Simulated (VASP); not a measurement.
# Cs3Cu: single point with PBE

The system is Cs3Cu.

```
Cs Cu
1.0
     6.46687    0.00000    0.00000
     0.00000    6.46687    0.00000
     0.00000    0.00000    6.46687
Cs Cu
3 1
Cartesian
  0.0000 3.2334 3.2334
  3.2334 0.0000 3.2334
  3.2334 3.2334 0.0000
  0.0000 0.0000 0.0000
```

```
Program                : VASP 6.6.1
Task                   : single point
Functional             : PBE
Potentials or basis    : VASP PAW PBE potentials, release 64 (Cs_sv, Cu)
Cutoff                 : 520 eV
k mesh                 : 4 × 4 × 4
Occupations            : gaussian, width 0.1 eV
Spin                   : no spin polarisation
Dipole correction      : no
Further INCAR settings : ALGO = Normal; EDIFF = 1e-06; NBANDS = 27
```

```yaml
Pressure: 0.0 GPa
Band_gap_on_the_k_mesh: zero (band 19 reaches 1.81 eV, above the bottom of band 20 at 1.39 eV)
```

Levels at points of the mesh, in eV from the Fermi level:
```csv
k point,band 15,band 16,band 17,band 18,band 19,band 20,band 21,band 22,band 23,band 24
"(0.00, 0.00, 0.00)",-1.79,-1.77,-1.77,-1.77,-0.89,0.78,0.78,1.16,1.16,1.16
"(0.50, 0.00, 0.00)",-1.77,-1.76,-1.76,-1.74,-1.00,0.26,0.97,0.97,1.41,1.70
"(0.50, 0.50, 0.00)",-1.76,-1.76,-1.76,-1.74,-0.14,-0.14,0.36,0.79,1.56,1.56
"(0.50, 0.50, 0.50)",-1.79,-1.79,-1.75,-1.75,0.27,0.27,0.27,1.02,1.02,1.02
```

It took 48 s on 1 thread of AMD EPYC 9R45 96-Core Processor (Zen 5), with other jobs on the host, peak memory 0.31 GiB.

Caveat: spin-orbit coupling is left out, which moves the levels of the heavy elements.
